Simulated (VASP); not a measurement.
# CaO (I4mm) in VASP: further runs

CaO is run at these levels: r2SCAN; tasks: single point.

Everything below comes from runs of VASP 6.6.1. Logs are shortened: lines on timing, memory, paths and dates and some standing lists are left out, and cuts for length are marked.

## 1. The cell of the first run

Symmetry: I4mm, No. 107, tetragonal system. The conventional cell has a = 3.463 Å, b = 3.463 Å, c = 4.898 Å, α = 90.00°, β = 90.00°, γ = 90.00°. Within 2.8 Å of Ca (site symmetry 4mm) lie 6 O at 2.14 to 2.76 Å. O (site symmetry 4mm) has 6 Ca at 2.14 to 2.76 Å within 2.8 Å.

## 2. Single point, r2SCAN (all Ca atoms moved +0.312 Å, as atom 1 along Cartesian [1 0 0])

Contents of POSCAR:

```
CaO
1.0
    0.0000000000      2.4490000000      2.4490000000
    2.4490000000      0.0000000000      2.4490000000
    2.4490000000      2.4490000000      0.0000000000
Ca O
1 1
Direct
   -0.0638015517      0.0638015517      0.0638015517
    0.5000000000      0.5000000000      0.5000000000
```

Contents of INCAR.step1:

```
PREC = Accurate
ENCUT = 520
ISMEAR = 0
SIGMA = 0.05
LREAL = F
LASPH = T
NELM = 100
NBANDS = 15
GGA = PE
ALGO = Normal
EDIFF = 1E-4
LWAVE = T
LCHARG = F
```

Contents of INCAR.step2:

```
PREC = Accurate
ENCUT = 520
EDIFF = 1E-6
ISMEAR = 0
SIGMA = 0.05
LREAL = F
LASPH = T
NELM = 100
ALGO = Normal
ISIF = 2
LWAVE = F
LCHARG = F
METAGGA = R2SCAN
LMIXTAU = T
NBANDS = 15
ISTART = 1
```

Contents of KPOINTS:

```
regular mesh
0
Gamma
  8 8 8
```

Potentials or basis: VASP PAW PBE potentials, release 64 (Ca_sv, O).

On the command line:

```console
$ cat potpaw_PBE.64/Ca_sv/POTCAR potpaw_PBE.64/O/POTCAR > POTCAR
$ cp INCAR.step1 INCAR
$ mpirun -np 1 vasp_std > vasp.out
$ cp INCAR.step2 INCAR
$ mpirun -np 1 vasp_std > vasp.out
```

OUTCAR:

```text
PREC = Accurate
   ENCUT = 520
   EDIFF = 1E-6
   ISMEAR = 0
   LREAL = F
   LASPH = T
   NELM = 100
   ISIF = 2
   METAGGA = R2SCAN
   ISTART = 1

 ion  position               nearest neighbor table
   1  0.936  0.064  0.064-   2 2.14   2 2.47   2 2.47   2 2.47   2 2.47
   2  0.500  0.500  0.500-   1 2.14   1 2.47   1 2.47   1 2.47   1 2.47

  LATTYP: Found a face centered cubic cell.
 ALAT       =     4.8980000000

  Lattice vectors:

 A1 = (   0.0000000000,   2.4490000000,   2.4490000000)
 A2 = (   2.4490000000,   0.0000000000,   2.4490000000)
 A3 = (   2.4490000000,   2.4490000000,   0.0000000000)

Analysis of symmetry for initial positions (statically):
=====================================================================
 Subroutine PRICEL returns:
 Original cell was already a primitive cell.

 Routine SETGRP: Setting up the symmetry group for a
 face centered cubic supercell.

 Subroutine GETGRP returns: Found  8 space group operations
 (whereof  8 operations were pure point group operations)
 out of a pool of 48 trial point group operations.

The static configuration has the point symmetry C_4v.

Analysis of symmetry for dynamics (positions and initial velocities):
=====================================================================
 Subroutine PRICEL returns:
 Original cell was already a primitive cell.

 Routine SETGRP: Setting up the symmetry group for a
 face centered cubic supercell.

 Subroutine GETGRP returns: Found  8 space group operations
 (whereof  8 operations were pure point group operations)
 out of a pool of 48 trial point group operations.

The dynamic configuration has the point symmetry C_4v.

 Subroutine INISYM returns: Found  8 space group operations
 (whereof  8 operations are pure point group operations),
 and found     1 'primitive' translations

----------------------------------------------------------------------------------------

                                     Primitive cell

  volume of cell :      29.3762

  direct lattice vectors                    reciprocal lattice vectors
     0.000000000  2.449000000  2.449000000    -0.204164965  0.204164965  0.204164965
     2.449000000  0.000000000  2.449000000     0.204164965 -0.204164965  0.204164965
     2.449000000  2.449000000  0.000000000     0.204164965  0.204164965 -0.204164965

  length of vectors
     3.463409014  3.463409014  3.463409014     0.353624093  0.353624093  0.353624093

  position of ions in fractional coordinates (direct lattice)
     0.936198448  0.063801552  0.063801552
     0.500000000  0.500000000  0.500000000

  ion indices of the primitive-cell ions
   primitive index   ion index
                 1           1
                 2           2

----------------------------------------------------------------------------------------

 KPOINTS: regular mesh

Automatic generation of k-mesh.
 Grid dimensions read from file:
 generate k-points for:    8    8    8

 Generating k-lattice:

  Cartesian coordinates                     Fractional coordinates (reciprocal lattice)
    -0.025520621  0.025520621  0.025520621     0.125000000  0.000000000  0.000000000
     0.025520621 -0.025520621  0.025520621     0.000000000  0.125000000  0.000000000
     0.025520621  0.025520621 -0.025520621     0.000000000  0.000000000  0.125000000

  Length of vectors
     0.044203012  0.044203012  0.044203012

  Shift w.r.t. Gamma in fractional coordinates (k-lattice)
     0.000000000  0.000000000  0.000000000

 Subroutine IBZKPT returns following result:
 ===========================================

 Found     59 irreducible k-points:

 Following reciprocal coordinates:
            Coordinates               Weight
  0.000000  0.000000  0.000000      1.000000
  0.125000  0.000000  0.000000      8.000000
  0.250000  0.000000  0.000000      8.000000
  0.375000  0.000000  0.000000      8.000000
  0.500000  0.000000  0.000000      4.000000
  0.125000  0.125000  0.000000      4.000000
[... 16 lines left out ...]
  0.000000  0.375000  0.250000      8.000000
  0.500000  0.250000  0.000000     16.000000
 [... further k-points ...]
   k-points           NKPTS =     59   k-points in BZ     NKDIM =     59   number of bands    NBANDS=     15
   number of dos      NEDOS =    301   number of ions     NIONS =      2
   total plane-waves  NPLWV =  21952
   dimension x,y,z NGX =    28 NGY =   28 NGZ =   28
   dimension x,y,z NGXF=    56 NGYF=   56 NGZF=   56
   ions per type =               1   1
   NGX,Y,Z   is equivalent  to a cutoff of  13.44, 13.44, 13.44 a.u.
   NGXF,Y,Z  is equivalent  to a cutoff of  26.88, 26.88, 26.88 a.u.
 SYSTEM =  unknown system
   PREC   = accura    normal or accurate (medium, high low for compatibility)
   ISTART =      1    job   : 0-new  1-cont  2-samecut
   ICHARG =      0    charge: 1-file 2-atom 10-const
   ISPIN  =      1    spin polarized calculation?
   LNONCOLLINEAR =      F non collinear calculations
   LSORBIT =      F    spin-orbit coupling
   LASPH  =      T    aspherical Exc in radial PAW
   ENCUT  =  520.0 eV  38.22 Ry    6.18 a.u.   6.44  6.44  6.44*2*pi/ulx,y,z
   NELM   =    100;   NELMIN=  2; NELMDL=  0     # of ELM steps
   EDIFF  = 0.1E-05   stopping-criterion for ELM
   LREAL  =      F    real-space projection
   EDIFFG = 0.1E-04   stopping-criterion for IOM
   NSW    =      0    number of steps for IOM
   IBRION =     -1    ionic relax: 0-MD 1-quasi-New 2-CG
   NFREE  =      0    steps in history (QN), initial steepest desc. (CG)
   ISIF   =      2    stress and relaxation
   ISYM   =      2    0-nonsym 1-usesym 2-fastsym
   POTIM  = 0.5000    time-step for ionic-motion
   TEBEG  =    0.0;   TEEND  =   0.0 temperature during run
   PSTRESS=    0.0 pullay stress
   NELECT =      16.0000    total number of electrons
   NUPDOWN=      -1.0000    fix difference up-down
   EMIN   =  10.00;   EMAX   =-10.00  energy-range for DOS
   EFERMI =   0.00;   METHOD = LEGACY
   ISMEAR =     0;   SIGMA  =   0.05  broadening in eV -4-tet -1-fermi 0-gaus
   EFERMI_NEDOS =   21; number of points for ismear=-14 and -15
   IALGO  =     38    algorithm
   IMIX   =      4    mixing-type and parameters
     AMIX     =   0.40;   BMIX     =  1.00
     AMIX_MAG =   1.60;   BMIX_MAG =  1.00
  volume/ion in A,a.u.               =      14.69        99.12
  Fermi-wavevector in a.u.,A,eV,Ry     =   1.336953  2.526474 24.319632  1.787443
  Thomas-Fermi vector in A             =   2.465539
   LORBIT       =      0    0 simple, 1 ext, 2 COOP (PROOUT), +10 PAW based schemes
   METAGGA = R2SCAN    functional components
   LHFCALC =     F    Hartree Fock is set to
   AEXX    =    0.0000 exact exchange contribution
   IVDW    =     0    specifies the selected vdW correction
   LEPSILON=     F    determine dielectric tensor
   LRPA    =     F    only Hartree local field effects (RPA)
 non-spin polarized calculation
 Gauss-broadening in eV      SIGMA  =   0.05
  energy-cutoff  :      520.00
  volume of cell :       29.38
 maximum number of plane-waves:       817
 NGX is ok and might be reduce to    28
   NGX = 13   NGY = 13   NGZ = 13

 number of electron      16.0000003 magnetization

 Free energy of the ion-electron system (eV)
  ---------------------------------------------------
  ext. energy  EPLUGINS =         0.00000000
  ---------------------------------------------------
  free energy    TOTEN  =       -19.25386571 eV

  energy without entropy =      -19.25386571  energy(sigma->0) =      -19.25386571

 E-fermi :   1.7239     XC(G=0): -10.7461

 val. band max:        1.4787471793   @ k =   0.1250   0.1250   0.0000
 cond. band min:       5.9298352235   @ k =   0.0000   0.5000   0.5000
 fundamental gap:      4.4510880441
 Fermi energy:         1.7238900938

 k-point     1 :       0.0000    0.0000    0.0000
  band No.  band energies     occupation
      1     -37.4781      2.00000
      2     -17.5399      2.00000
      3     -17.4129      2.00000
      4     -17.4129      2.00000
      5     -14.5964      2.00000
      6       1.4418      2.00000
      7       1.4418      2.00000
      8       1.4431      2.00000
      9       6.5688      0.00000
     10       8.4899      0.00000
     11       8.8474      0.00000
     12       8.8474      0.00000
     13       9.9879      0.00000
     14      10.5799      0.00000
     15      16.9555      0.00000

 k-point     2 :       0.1250    0.0000    0.0000
  band No.  band energies     occupation
      1     -37.4662      2.00000
      2     -17.6973      2.00000
      3     -17.4426      2.00000
      4     -17.4207      2.00000
      5     -14.4109      2.00000
      6       0.9215      2.00000
      7       1.3073      2.00000
      8       1.4098      2.00000
      9       7.1885      0.00000
     10       8.4429      0.00000
     11       8.9357      0.00000
     12       8.9500      0.00000
     13      10.3976      0.00000
     14      10.9509      0.00000
     15      17.5261      0.00000

 k-point     3 :       0.2500    0.0000    0.0000
  band No.  band energies     occupation
      1     -37.4375      2.00000
      2     -18.0593      2.00000
      3     -17.4647      2.00000
      4     -17.4390      2.00000
      5     -14.0282      2.00000
      6       0.1123      2.00000
      7       0.9991      2.00000
      8       1.0926      2.00000
      9       8.1727      0.00000
     10       8.8289      0.00000
     11       9.4260      0.00000
     12       9.4330      0.00000
     13      11.2144      0.00000
     14      11.7125      0.00000
     15      17.8596      0.00000
[... 343 lines left out ...]
 k-point    23 :       0.0000    0.3750    0.2500
  band No.  band energies     occupation
      1     -37.4005      2.00000
      2     -18.1780      2.00000
      3     -17.5598      2.00000
      4     -17.5398      2.00000
      5     -13.9820      2.00000
      6       0.0357      2.00000
      7       1.0415      2.00000
      8       1.1528      2.00000
      9       6.8961      0.00000
     10       9.1401      0.00000
     11      10.8072      0.00000
     12      10.8179      0.00000
     13      11.0886      0.00000
     14      12.8865      0.00000
     15      18.2440      0.00000

 k-point    24 :       0.5000    0.2500    0.0000
  band No.  band energies     occupation
      1     -37.3851      2.00000
      2     -18.1881      2.00000
      3     -17.6641      2.00000
      4     -17.5510      2.00000
      5     -13.9186      2.00000
      6      -0.0782      2.00000
      7       0.5294      2.00000
      8       0.9900      2.00000
      9       7.6842      0.00000
     10       9.9687      0.00000
     11      10.6306      0.00000
     12      11.0416      0.00000
     13      12.0270      0.00000
     14      13.5240      0.00000
     15      16.1364      0.00000

 [... further k-points ...]

------------------------ aborting loop because EDIFF is reached ----------------------------------------

  FORCE on cell =-STRESS in cart. coord.  units (eV):
  Direction    XX          YY          ZZ          XY          YZ          ZX
  --------------------------------------------------------------------------------------
  -------------------------------------------------------------------------------------
  Total        1.3699667     -1.1007342     -1.1007342      0.0000000      0.0000000      0.0000000
  in kB       74.7178281    -60.0339204    -60.0339204      0.0000000      0.0000000      0.0000000
  external PRESSURE =     -15.1166709 kB  Pullay stress =       0.0000000 kB

 VOLUME and BASIS-vectors are now :
 -----------------------------------------------------------------------------
  energy-cutoff  :      520.00
  volume of cell :       29.38
      direct lattice vectors                 reciprocal lattice vectors
     0.000000000  2.449000000  2.449000000    -0.204164965  0.204164965  0.204164965
     2.449000000  0.000000000  2.449000000     0.204164965 -0.204164965  0.204164965
     2.449000000  2.449000000  0.000000000     0.204164965  0.204164965 -0.204164965

 POSITION                                       TOTAL-FORCE (eV/Angst)
 -----------------------------------------------------------------------------------
      0.31250      2.44900      2.44900        -1.387521      0.000000      0.000000
      2.44900      2.44900      2.44900         1.387521      0.000000      0.000000
 -----------------------------------------------------------------------------------
    total drift:                               -0.001144      0.000000      0.000000

  FREE ENERGIE OF THE ION-ELECTRON SYSTEM (eV)
  ---------------------------------------------------
  free  energy   TOTEN  =       -19.2538657120 eV

  energy  without entropy=      -19.2538657120  energy(sigma->0) =      -19.25386571
```

It took 2.6 min on 1 thread of Intel Xeon 8259CL, shared host; peak memory 0.18 GiB.

Results:

* Free energy: -19.2539 eV
* Pressure: -1.5 GPa
* Largest force: 1.388 eV/Å
* Band gap on the k mesh: 4.45 eV (least direct gap 4.66 eV)

Forces on the atoms (eV/Å):
```
Ca  -1.388  0.000  0.000
O    1.388  0.000  0.000
```

Stress tensor (GPa, compression positive):
```
 7.47  0.00  0.00
 0.00 -6.00  0.00
 0.00  0.00 -6.00
```

Caveat: the cell differs from its parent crystal (all Ca atoms moved +0.312 Å, as atom 1 along Cartesian [1 0 0]); the stress differs along the axes, from -6 to 7 GPa; the PAW data sets were made with another functional, which shifts forces and pressure a little. A k mesh can miss the band edges.

## 3. Single point, r2SCAN (all Ca atoms moved +0.188 Å, as atom 1 along Cartesian [1 0 0])

Changes to POSCAR since step 2:

```diff
@@ -8,3 +8,3 @@
 Direct
-   -0.0638015517      0.0638015517      0.0638015517
+   -0.0382809310      0.0382809310      0.0382809310
     0.5000000000      0.5000000000      0.5000000000
```

Contents of INCAR.step1:

```
SYSTEM = CaO
PREC = Accurate ; ENCUT = 520
ISMEAR = 0 ; SIGMA = 0.05
LREAL = .False. ; LASPH = .True.
NELM = 100 ; NBANDS = 15
GGA = PE ; ALGO = Normal
EDIFF = 1E-4 ; LWAVE = .True.
LCHARG = .False.
```

Contents of INCAR.step2:

```
SYSTEM = CaO
PREC = Accurate ; ENCUT = 520
EDIFF = 1E-7 ; ISMEAR = 0
SIGMA = 0.05 ; LREAL = .False.
LASPH = .True. ; NELM = 100
ALGO = Normal ; ISIF = 2
LWAVE = .False. ; LCHARG = .False.
METAGGA = R2SCAN ; LMIXTAU = .True.
NBANDS = 15 ; ISTART = 1
```

Contents of KPOINTS:

```
regular mesh
0
Gamma
  8 8 8
  0 0 0
```

Potentials or basis: VASP PAW PBE potentials, release 64 (Ca_sv, O).

On the command line:

```console
$ cat potpaw_PBE.64/Ca_sv/POTCAR potpaw_PBE.64/O/POTCAR > POTCAR
$ cp INCAR.step1 INCAR
$ mpirun -np 1 vasp_std > vasp.out
$ cp INCAR.step2 INCAR
$ mpirun -np 1 vasp_std > vasp.out
```

Wall time 3.8 min (1 thread of Intel Xeon 8259CL, shared host); peak memory 0.18 GiB.

The run converged. Its results:

```
Free energy            : -19.3745 eV
Pressure               : -4.3 GPa
Largest force          : 0.617 eV/Å
Band gap on the k mesh : 4.30 eV (least direct gap 4.61 eV)
```

Forces on the atoms (eV/Å):
```
Ca  -0.617  0.000  0.000
O    0.617  0.000  0.000
```

Stress tensor (GPa, compression positive):
```
-1.18  0.00  0.00
 0.00 -5.86  0.00
 0.00  0.00 -5.86
```

Levels at points of the mesh, in eV from the valence-band top:
```tsv
k point	band 6	band 7	band 8	band 9	band 10	band 11
(0.00, 0.00, 0.00)	-0.01	0.00	0.00	5.03	6.83	6.96
(0.50, 0.00, 0.00)	-2.38	-1.00	-0.98	7.49	8.45	8.88
(0.50, 0.50, 0.00)	-1.24	-0.46	-0.31	4.55	8.37	9.50
(0.00, 0.50, 0.50)	-1.16	-0.31	-0.31	4.30	8.30	9.44
```

Caveat: the cell differs from its parent crystal (all Ca atoms moved +0.188 Å, as atom 1 along Cartesian [1 0 0]); the cell stands under tension; the PAW data sets were made with another functional, which shifts forces and pressure a little. A k mesh can miss the band edges.
